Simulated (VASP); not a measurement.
GaAs, 2 atoms in the cell. It takes space group F-43m (No. 216, cubic). Conventional cell: a = 5.635 Å, b = 5.635 Å, c = 5.635 Å, α = 90.00°, β = 90.00°, γ = 90.00°. Ga (site symmetry -43m) has 4 As at 2.44 Å within 3.2 Å. Within 3.2 Å of As (site symmetry -43m) lie 4 Ga at 2.44 Å.  This cell differs from its parent crystal: volume scaled by 0.99.

| Item | Value |
| --- | --- |
| Program | VASP 6.6.1 |
| Task | electric field gradients |
| Functional | LDA |
| Potentials or basis | VASP PAW LDA potentials, release 64 (Ga_d, As) |
| Cutoff | 520 eV |
| k mesh | 10 × 10 × 10 |
| Occupations | fermi-dirac, width 0.08 eV |
| Spin | no spin polarisation |
| Dipole correction | no |
| Further INCAR settings | ALGO = Normal; EDIFF = 1e-08; NBANDS = 16 |

Potentials or basis: VASP PAW LDA potentials, release 64 (Ga_d, As).

Run with:

```console
$ cat potpaw_LDA.64/Ga_d/POTCAR potpaw_LDA.64/As/POTCAR > POTCAR
$ mpirun -np 1 vasp_std > vasp.out
```

Hardware: 1 thread of Intel(R) Xeon(R) 6975P-C (Granite Rapids), on a shared host.

**Question.** How long does it take, and how much memory?

**Answer.** It took 14 s on 1 thread of Intel(R) Xeon(R) 6975P-C (Granite Rapids) (shared host), peak memory 0.16 GiB. Counts: scf iterations 13, k points 47.
